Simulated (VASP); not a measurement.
# LiF (P4/mmm) in VASP: settings compared

The runs below take LiF through single point, with PBE, r2SCAN.

Everything below comes from runs of VASP 6.6.1. Logs are shortened: lines on timing, memory, paths and dates and some standing lists are left out, and cuts for length are marked.

### 1 The cell of the first run

The structure is tetragonal, space group P4/mmm (No. 123). Conventional cell: a = 2.516 Å, b = 2.516 Å, c = 2.495 Å, α = 90.00°, β = 90.00°, γ = 90.00°. Li (site symmetry 4/mmm) has 8 F at 2.17 Å and 6 Li at 2.49 to 2.52 Å within 2.9 Å. Within 2.9 Å of F (site symmetry 4/mmm) lie 8 Li at 2.17 Å and 6 F at 2.49 to 2.52 Å.

### 2 Single point, PBE (uniaxial x strain -0.9%)

Input file INCAR:

```
SYSTEM = LiF
  PREC = Accurate
  ENCUT = 520
  EDIFF = 1E-6
  ISMEAR = -1
  SIGMA = 0.02
  LREAL = .False.
  LASPH = .True.
  NELM = 100
  ALGO = Normal
  ISIF = 2
  LWAVE = .False.
  LCHARG = .False.
  GGA = PE
  NBANDS = 12
```

Input file KPOINTS:

```
regular mesh
0
Gamma
  10 10 10
  0 0 0
```

Input file POSCAR:

```
LiF
1.0
    2.4948702470      0.0000000000      0.0000000000
    0.0000000000      2.5162584438      0.0000000000
    0.0000000000      0.0000000000      2.5162584438
Li F
1 1
Direct
    0.0000000000      0.0000000000      0.0000000000
    0.5000000000      0.5000000000      0.5000000000
```

Potentials or basis: VASP PAW PBE potentials, release 64 (Li_sv, F).

Started as:

```bash
$ cat potpaw_PBE.64/Li_sv/POTCAR potpaw_PBE.64/F/POTCAR > POTCAR
$ mpirun -np 1 vasp_std > vasp.out
```

OUTCAR:

```text
SYSTEM = LiF
   PREC = Accurate
   ENCUT = 520
   EDIFF = 1E-6
   ISMEAR = -1
   LREAL = .False.
   LASPH = .True.
   NELM = 100
   ISIF = 2
   GGA = PE

 ion  position               nearest neighbor table
   1  0.000  0.000  0.000-   2 2.17   2 2.17   2 2.17   2 2.17   2 2.17   2 2.17   2 2.17   2 2.17

   2  0.500  0.500  0.500-   1 2.17   1 2.17   1 2.17   1 2.17   1 2.17   1 2.17   1 2.17   1 2.17

  LATTYP: Found a simple tetragonal cell.
 ALAT       =     2.5162584438
 C/A-ratio  =     0.9915000000

  Lattice vectors:

 A1 = (   0.0000000000,   2.5162584438,   0.0000000000)
 A2 = (   0.0000000000,   0.0000000000,   2.5162584438)
 A3 = (   2.4948702470,   0.0000000000,   0.0000000000)

Analysis of symmetry for initial positions (statically):
=====================================================================
 Subroutine PRICEL returns:
 Original cell was already a primitive cell.

 Routine SETGRP: Setting up the symmetry group for a
 simple tetragonal supercell.

 Subroutine GETGRP returns: Found 16 space group operations
 (whereof 16 operations were pure point group operations)
 out of a pool of 16 trial point group operations.

The static configuration has the point symmetry D_4h.

Analysis of symmetry for dynamics (positions and initial velocities):
=====================================================================
 Subroutine PRICEL returns:
 Original cell was already a primitive cell.

 Routine SETGRP: Setting up the symmetry group for a
 simple tetragonal supercell.

 Subroutine GETGRP returns: Found 16 space group operations
 (whereof 16 operations were pure point group operations)
 out of a pool of 16 trial point group operations.

The dynamic configuration has the point symmetry D_4h.

 Subroutine INISYM returns: Found 16 space group operations
 (whereof 16 operations are pure point group operations),
 and found     1 'primitive' translations

----------------------------------------------------------------------------------------

                                     Primitive cell

  volume of cell :      15.7964

  direct lattice vectors                    reciprocal lattice vectors
     2.494870247  0.000000000  0.000000000     0.400822448  0.000000000  0.000000000
     0.000000000  2.516258444  0.000000000     0.000000000  0.397415457  0.000000000
     0.000000000  0.000000000  2.516258444     0.000000000  0.000000000  0.397415457

  length of vectors
     2.494870247  2.516258444  2.516258444     0.400822448  0.397415457  0.397415457

  position of ions in fractional coordinates (direct lattice)
     0.000000000  0.000000000  0.000000000
     0.500000000  0.500000000  0.500000000

  ion indices of the primitive-cell ions
   primitive index   ion index
                 1           1
                 2           2

----------------------------------------------------------------------------------------

 KPOINTS: regular mesh

Automatic generation of k-mesh.
 Grid dimensions read from file:
 generate k-points for:   10   10   10

 Generating k-lattice:

  Cartesian coordinates                     Fractional coordinates (reciprocal lattice)
     0.040082245  0.000000000  0.000000000     0.100000000  0.000000000  0.000000000
     0.000000000  0.039741546  0.000000000     0.000000000  0.100000000  0.000000000
     0.000000000  0.000000000  0.039741546     0.000000000  0.000000000  0.100000000

  Length of vectors
     0.040082245  0.039741546  0.039741546

  Shift w.r.t. Gamma in fractional coordinates (k-lattice)
     0.000000000  0.000000000  0.000000000

 Subroutine IBZKPT returns following result:
 ===========================================

 Found    126 irreducible k-points:

 Following reciprocal coordinates:
            Coordinates               Weight
  0.000000  0.000000  0.000000      1.000000
  0.100000  0.000000  0.000000      2.000000
  0.200000  0.000000  0.000000      2.000000
  0.300000  0.000000  0.000000      2.000000
  0.400000  0.000000  0.000000      2.000000
  0.500000  0.000000  0.000000      1.000000
[... 16 lines left out ...]
  0.400000  0.300000  0.000000      8.000000
  0.500000  0.300000  0.000000      4.000000
 [... further k-points ...]
   k-points           NKPTS =    126   k-points in BZ     NKDIM =    126   number of bands    NBANDS=     12
   number of dos      NEDOS =    301   number of ions     NIONS =      2
   total plane-waves  NPLWV =   8000
   dimension x,y,z NGX =    20 NGY =   20 NGZ =   20
   dimension x,y,z NGXF=    40 NGYF=   40 NGZF=   40
   ions per type =               1   1
   NGX,Y,Z   is equivalent  to a cutoff of  13.33, 13.21, 13.21 a.u.
   NGXF,Y,Z  is equivalent  to a cutoff of  26.65, 26.43, 26.43 a.u.
 SYSTEM =  LiF
   PREC   = accura    normal or accurate (medium, high low for compatibility)
   ISTART =      0    job   : 0-new  1-cont  2-samecut
   ICHARG =      2    charge: 1-file 2-atom 10-const
   ISPIN  =      1    spin polarized calculation?
   LNONCOLLINEAR =      F non collinear calculations
   LSORBIT =      F    spin-orbit coupling
   LASPH  =      T    aspherical Exc in radial PAW
   ENCUT  =  520.0 eV  38.22 Ry    6.18 a.u.   4.64  4.68  4.68*2*pi/ulx,y,z
   NELM   =    100;   NELMIN=  2; NELMDL= -5     # of ELM steps
   EDIFF  = 0.1E-05   stopping-criterion for ELM
   LREAL  =      F    real-space projection
   EDIFFG = 0.1E-04   stopping-criterion for IOM
   NSW    =      0    number of steps for IOM
   IBRION =     -1    ionic relax: 0-MD 1-quasi-New 2-CG
   NFREE  =      0    steps in history (QN), initial steepest desc. (CG)
   ISIF   =      2    stress and relaxation
   ISYM   =      2    0-nonsym 1-usesym 2-fastsym
   POTIM  = 0.5000    time-step for ionic-motion
   TEBEG  =    0.0;   TEEND  =   0.0 temperature during run
   PSTRESS=    0.0 pullay stress
   NELECT =      10.0000    total number of electrons
   NUPDOWN=      -1.0000    fix difference up-down
   EMIN   =  10.00;   EMAX   =-10.00  energy-range for DOS
   EFERMI =   0.00;   METHOD = LEGACY
   ISMEAR =    -1;   SIGMA  =   0.02  broadening in eV -4-tet -1-fermi 0-gaus
   EFERMI_NEDOS =   21; number of points for ismear=-14 and -15
   IALGO  =     38    algorithm
   IMIX   =      4    mixing-type and parameters
     AMIX     =   0.40;   BMIX     =  1.00
     AMIX_MAG =   1.60;   BMIX_MAG =  1.00
  volume/ion in A,a.u.               =       7.90        53.30
  Fermi-wavevector in a.u.,A,eV,Ry     =   1.405687  2.656364 26.884519  1.975956
  Thomas-Fermi vector in A             =   2.528123
   LORBIT       =      0    0 simple, 1 ext, 2 COOP (PROOUT), +10 PAW based schemes
   GGA     = PE    functional components
   LHFCALC =     F    Hartree Fock is set to
   AEXX    =    0.0000 exact exchange contribution
   IVDW    =     0    specifies the selected vdW correction
   LEPSILON=     F    determine dielectric tensor
   LRPA    =     F    only Hartree local field effects (RPA)
 non-spin polarized calculation
  energy-cutoff  :      520.00
  volume of cell :       15.80
 maximum number of plane-waves:       449
 NGX is ok and might be reduce to    20
   NGX =  9   NGY =  9   NGZ =  9

 number of electron      10.0000021 magnetization

 Free energy of the ion-electron system (eV)
  ---------------------------------------------------
  ext. energy  EPLUGINS =         0.00000000
  ---------------------------------------------------
  free energy    TOTEN  =        -9.03449195 eV

  energy without entropy =       -9.03449195  energy(sigma->0) =       -9.03449195

 E-fermi :   1.1418     XC(G=0): -10.2230

 val. band max:        0.5523286739   @ k =   0.0000   0.5000   0.5000
 cond. band min:       8.5324828836   @ k =   0.0000   0.0000   0.0000
 fundamental gap:      7.9801542097
 Fermi energy:         1.1418059432

 k-point     1 :       0.0000    0.0000    0.0000
  band No.  band energies     occupation
      1     -42.2853      2.00000
      2     -20.5404      2.00000
      3      -0.2524      2.00000
      4      -0.2524      2.00000
      5      -0.1540      2.00000
      6       8.5325      0.00000
      7      19.6006      0.00000
      8      19.8240      0.00000
      9      22.0311      0.00000
     10      22.0311      0.00000
     11      22.2804      0.00000
     12      39.7204      0.00000

 k-point     2 :       0.1000    0.0000    0.0000
  band No.  band energies     occupation
      1     -42.2795      2.00000
      2     -20.4930      2.00000
      3      -0.5399      2.00000
      4      -0.2116      2.00000
      5      -0.2116      2.00000
      6       8.7661      0.00000
      7      18.4609      0.00000
      8      19.8406      0.00000
      9      21.9801      0.00000
     10      21.9801      0.00000
     11      24.2676      0.00000
     12      38.5035      0.00000

 k-point     3 :       0.2000    0.0000    0.0000
  band No.  band energies     occupation
      1     -42.2642      2.00000
      2     -20.3649      2.00000
      3      -1.4509      2.00000
      4      -0.1032      2.00000
      5      -0.1032      2.00000
      6       9.2586      0.00000
      7      16.9089      0.00000
      8      20.5603      0.00000
      9      21.8308      0.00000
     10      21.8308      0.00000
     11      27.6760      0.00000
     12      35.0488      0.00000
[... 286 lines left out ...]
 k-point    23 :       0.4000    0.3000    0.0000
  band No.  band energies     occupation
      1     -42.1988      2.00000
      2     -19.6908      2.00000
      3      -2.9027      2.00000
      4      -2.0653      2.00000
      5       0.3503      2.00000
      6      12.4432      0.00000
      7      14.8986      0.00000
      8      16.0506      0.00000
      9      22.9827      0.00000
     10      23.3668      0.00000
     11      31.2078      0.00000
     12      32.6610      0.00000

 k-point    24 :       0.5000    0.3000    0.0000
  band No.  band energies     occupation
      1     -42.1936      2.00000
      2     -19.6302      2.00000
      3      -3.1683      2.00000
      4      -2.0214      2.00000
      5       0.3862      2.00000
      6      12.6738      0.00000
      7      14.6155      0.00000
      8      16.1142      0.00000
      9      22.8304      0.00000
     10      23.1615      0.00000
     11      31.1137      0.00000
     12      33.6985      0.00000

 [... further k-points ...]

------------------------ aborting loop because EDIFF is reached ----------------------------------------

  FORCE on cell =-STRESS in cart. coord.  units (eV):
  Direction    XX          YY          ZZ          XY          YZ          ZX
  --------------------------------------------------------------------------------------
  -------------------------------------------------------------------------------------
  Total        0.5902080      0.3246702      0.3246702     -0.0000000      0.0000000     -0.0000000
  in kB       59.8628291     32.9302185     32.9302185     -0.0000000      0.0000000     -0.0000000
  external PRESSURE =      41.9077553 kB  Pullay stress =       0.0000000 kB

 VOLUME and BASIS-vectors are now :
 -----------------------------------------------------------------------------
  energy-cutoff  :      520.00
  volume of cell :       15.80
      direct lattice vectors                 reciprocal lattice vectors
     2.494870247  0.000000000  0.000000000     0.400822448  0.000000000  0.000000000
     0.000000000  2.516258444  0.000000000     0.000000000  0.397415457  0.000000000
     0.000000000  0.000000000  2.516258444     0.000000000  0.000000000  0.397415457

 POSITION                                       TOTAL-FORCE (eV/Angst)
 -----------------------------------------------------------------------------------
      0.00000      0.00000      0.00000         0.000000      0.000000      0.000000
      1.24744      1.25813      1.25813         0.000000      0.000000      0.000000
 -----------------------------------------------------------------------------------
    total drift:                                0.000000      0.000000      0.000000

  FREE ENERGIE OF THE ION-ELECTRON SYSTEM (eV)
  ---------------------------------------------------
  free  energy   TOTEN  =        -9.0344919493 eV

  energy  without entropy=       -9.0344919493  energy(sigma->0) =       -9.03449195
```

Wall time 16 s (1 thread of AMD EPYC 7R43 (Zen 3), shared host); peak memory 0.09 GiB.

Results:

| Quantity | Value |
| --- | --- |
| Free energy | -9.0345 eV |
| Band gap on the k mesh | 7.98 eV, indirect (least direct gap 8.69 eV) |

Levels at points of the mesh, in eV from the valence-band top:
```tsv
k point	band 1	band 2	band 3	band 4	band 5	band 6	band 7	band 8	band 9	band 10
(0.00, 0.00, 0.00)	-42.84	-21.09	-0.80	-0.80	-0.71	7.98	19.05	19.27	21.48	21.48
(0.50, 0.00, 0.00)	-42.78	-20.56	-3.99	-0.36	-0.36	9.34	14.71	20.76	20.76	24.55
(0.00, 0.50, 0.00)	-42.78	-20.59	-3.99	-0.38	-0.29	9.40	14.59	20.66	20.99	24.63
(0.50, 0.50, 0.00)	-42.73	-19.97	-3.57	-3.54	-0.06	13.73	14.00	14.14	19.94	24.53
(0.00, 0.50, 0.50)	-42.73	-20.00	-3.58	-3.58	0.00	13.66	14.08	14.08	20.09	24.74
(0.50, 0.50, 0.50)	-42.69	-19.48	-2.51	-2.47	-2.47	11.18	11.25	11.25	24.90	24.90
```

Caveat: the cell differs from its parent crystal (uniaxial x strain -0.9%); the cutoff is under 1.25 times the usual one of these potentials, so pressure, stress and relaxed cells hold a basis-set (Pulay) error. A k mesh can miss the band edges.

(Part 1 of 2 ends here.)
